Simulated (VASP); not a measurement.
ZnF2: relaxation of shape and atoms at fixed volume with PBE

Crystal: ZnF2.

```xyz
6
Lattice="4.7277 0.0000 0.0000 0.0000 4.7277 0.0000 0.0000 0.0000 3.1426" Properties=species:S:1:pos:R:3 pbc="T T T"
Zn    0.0000    0.0000    0.0000
Zn    2.3638    2.3638    1.5713
F     1.4354    1.4354    0.0000
F     0.9284    3.7993    1.5713
F     3.2922    3.2922    0.0000
F     3.7993    0.9284    1.5713
```

```
Program                : VASP 6.6.1
Task                   : relaxation of shape and atoms at fixed volume
Functional             : PBE
Potentials or basis    : VASP PAW PBE potentials, release 64 (Zn, F)
Cutoff                 : 600 eV
k mesh                 : 6 × 6 × 10
Occupations            : gaussian, width 0.05 eV
Spin                   : no spin polarisation
Dipole correction      : no
Further INCAR settings : ALGO = Normal; EDIFF = 1e-07; IBRION = 2; EDIFFG = -0.01; NSW = 60; ISIF = 4
```

```
Energy gained by relaxing    : 0.2 meV/atom
Ionic steps                  : 5
Pressure after relaxing      : 4.7 GPa
Largest force after relaxing : 0.008 eV/Å
Band gap on the k mesh       : 3.46 eV
```

Forces on the atoms (eV/Å):
```
Zn   0.000  0.000  0.000
Zn   0.000  0.000  0.000
F    0.005  0.005  0.000
F   -0.005  0.005  0.000
F   -0.005 -0.005  0.000
F    0.005 -0.005  0.000
```

Step by step:
| step | energy change (eV) | largest force (eV/Å) | pressure (GPa) | volume (Å³) |
| --- | --- | --- | --- | --- |
| 1 | 0.0000 | 0.0429 | 4.92 | 70.24 |
| 2 | -0.0009 | 0.0205 | 4.84 | 70.24 |
| 3 | -0.0014 | 0.0112 | 4.73 | 70.24 |
| 4 | -0.0014 | 0.0123 | 4.72 | 70.24 |
| 5 | -0.0014 | 0.0076 | 4.74 | 70.24 |

Final structure:
```cif
data_structure
_symmetry_space_group_name_H-M 'P 1'
_symmetry_Int_Tables_number 1
_cell_length_a 4.7148
_cell_length_b 4.7148
_cell_length_c 3.1597
_cell_angle_alpha 90.000
_cell_angle_beta 90.000
_cell_angle_gamma 90.000
_cell_volume 70.24
loop_
_atom_site_label
_atom_site_type_symbol
_atom_site_fract_x
_atom_site_fract_y
_atom_site_fract_z
_atom_site_occupancy
Zn1 Zn 0.00000 0.00000 0.00000 1
Zn2 Zn 0.50000 0.50000 0.50000 1
F1 F 0.30295 0.30295 0.00000 1
F2 F 0.19705 0.80295 0.50000 1
F3 F 0.69705 0.69705 0.00000 1
F4 F 0.80295 0.19705 0.50000 1
```

Levels at points of the mesh, in eV from the valence-band top:
```csv
k point,band 22,band 23,band 24,band 25,band 26,band 27,band 28,band 29,band 30,band 31
"(0.00, 0.00, 0.00)",-1.49,-1.14,-0.36,-0.36,0.00,3.46,9.25,9.62,9.62,13.49
"(0.50, 0.00, 0.00)",-1.57,-0.63,-0.63,-0.45,-0.45,6.06,6.06,10.52,10.52,12.97
"(0.50, 0.50, 0.00)",-1.57,-1.23,-1.23,-0.38,-0.38,6.97,6.97,9.17,9.17,14.49
"(0.00, 0.00, 0.50)",-1.34,-1.28,-1.28,-1.26,-1.26,8.16,8.16,11.88,11.88,13.07
"(0.50, 0.00, 0.50)",-1.73,-1.30,-1.30,-0.06,-0.06,8.67,8.67,10.32,10.32,13.81
"(0.50, 0.50, 0.50)",-1.44,-1.26,-1.26,-0.77,-0.77,8.01,8.01,11.50,11.50,12.23
```

Run time: 9.2 min on 1 thread of Oxide Virtual Turin-like Processor, with other jobs on the host, peak memory 0.25 GiB.

A k mesh can miss the band edges. PBE gaps usually lie below the measured ones, often by a third to a half.
